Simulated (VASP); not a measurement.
A run of VASP 6.6.1 is set up as follows.

File INCAR:

```
SYSTEM = Ti4N3O
  PREC = Accurate
  ENCUT = 520
  EDIFF = 1E-7
  ISMEAR = 0
  SIGMA = 0.1
  LREAL = .FALSE.
  LASPH = .TRUE.
  NELM = 100
  ALGO = Normal
  ISIF = 2
  LWAVE = .FALSE.
  LCHARG = .FALSE.
  GGA = PE
  NBANDS = 44
```

KPOINTS

```
regular mesh
0
G
  10 10 10
  0 0 0
```

Contents of POSCAR:

```
Ti4N3O
1.0
    4.2544999618      0.0000000000      0.0000000000
    0.0000000000      4.2544999618      0.0000000000
    0.0000000000      0.0000000000      4.2544999618
Ti N O
4 3 1
Direct
    0.0000000000      0.0000000000      0.0000000000
    0.5000000000      0.0000000000      0.5000000000
    0.0000000000      0.5000000000      0.5000000000
    0.5000000000      0.5000000000      0.0000000000
    0.0000000000      0.5000000000      0.0000000000
    0.5000000000      0.0000000000      0.0000000000
    0.0000000000      0.0000000000      0.5000000000
    0.5000000000      0.5000000000      0.5000000000
```

Potentials or basis: VASP PAW PBE potentials, release 64 (Ti_sv, N, O).

Command:

```sh
$ cat potpaw_PBE.64/Ti_sv/POTCAR potpaw_PBE.64/N/POTCAR potpaw_PBE.64/O/POTCAR > POTCAR
$ mpirun -np 1 vasp_std > vasp.out
```

**Question.** Predict the band gap on the k mesh.

**Answer.** Zero (an odd number of electrons rules out a gap without spin polarisation).

**Question.** What does it give for the pressure?

**Answer.** 0.5 GPa.

Caveat: an odd number of electrons without spin polarisation forces a metal; a magnetic or distorted state may lie lower.
